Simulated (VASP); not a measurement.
A run of VASP 6.6.1 is set up as follows.

INCAR

```
PREC = Accurate
ENCUT = 520
EDIFF = 1E-6
ISMEAR = -1
SIGMA = 0.05
LREAL = False
LASPH = True
NELM = 60
ALGO = Normal
ISIF = 2
LWAVE = False
LCHARG = True
GGA = PE
LELF = True
LVHAR = True
NBANDS = 53
```

The input KPOINTS:

```
Automatic mesh
0
Gamma
  3 3 3
```

Contents of POSCAR:

```
SiMo6
1.0
    4.8612537700      0.0000000000      0.0000000000
    0.0000000000      4.8612537700      0.0000000000
    0.0000000000      0.0000000000      4.8612537700
Mo Si
6 1
Direct
    0.1378492117      0.0571704365      0.2950088738
    0.6750739943      0.8580827493      0.0783242386
    0.6545138663     -0.1600434861      0.5775672559
    0.4279116249      0.3553437203     -0.1566081583
   -0.0758407229      0.3500924001      0.8517506380
    0.1716662078      0.5648596288      0.3803695687
    0.6459695685      0.3525497909      0.3502748634
```

Potentials or basis: VASP PAW PBE potentials, release 64 (Mo_sv, Si).

Launch:

```sh
$ cat potpaw_PBE.64/Mo_sv/POTCAR potpaw_PBE.64/Si/POTCAR > POTCAR
$ mpirun -np 1 vasp_std > vasp.out
```

**Question.** Predict the band gap on the k mesh.

**Answer.** Zero (bands 44 and 45 overlap by 0.46 eV).

**Question.** Estimate the largest force.

**Answer.** 1.310 eV/Å.

Stress tensor (GPa, compression positive):
```
 2.29 -0.33  0.20
-0.33  0.53 -2.56
 0.20 -2.56  1.57
```

Caveat: the k points lie up to 0.43 Å⁻¹ apart; forces of over 1 eV/Å act on the atoms, so gaps and moduli don't describe the material at rest.
